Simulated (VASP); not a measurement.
Input of a VASP 6.6.1 run:

The input INCAR:

```
SYSTEM = Cu
PREC = Accurate
ENCUT = 520
EDIFF = 1E-7
ISMEAR = -1
SIGMA = 0.08
LREAL = .FALSE.
LASPH = .TRUE.
NELM = 100
ALGO = Normal
ISIF = 2
LWAVE = .FALSE.
LCHARG = .FALSE.
GGA = PS
NBANDS = 12
```

KPOINTS

```
regular mesh
0
G
  20 20 20
  0 0 0
```

Contents of POSCAR:

```
Cu
1.0
    0.0000000000      1.5669487104      1.5669487104
    1.5669487104      0.0000000000      1.5669487104
    1.5669487104      1.5669487104      0.0000000000
Cu
1
Direct
    0.0000000000      0.0000000000      0.0000000000
```

Potentials or basis: VASP PAW PBE potentials, release 64 (Cu).

The run is started by

```bash
$ cat potpaw_PBE.64/Cu/POTCAR > POTCAR
$ mpirun -np 1 vasp_std > vasp.out
```

**Question.** What does it give for the pressure?

**Answer.** 169.1 GPa.

Caveat: the PAW data sets were made with another functional, which shifts forces and pressure a little.
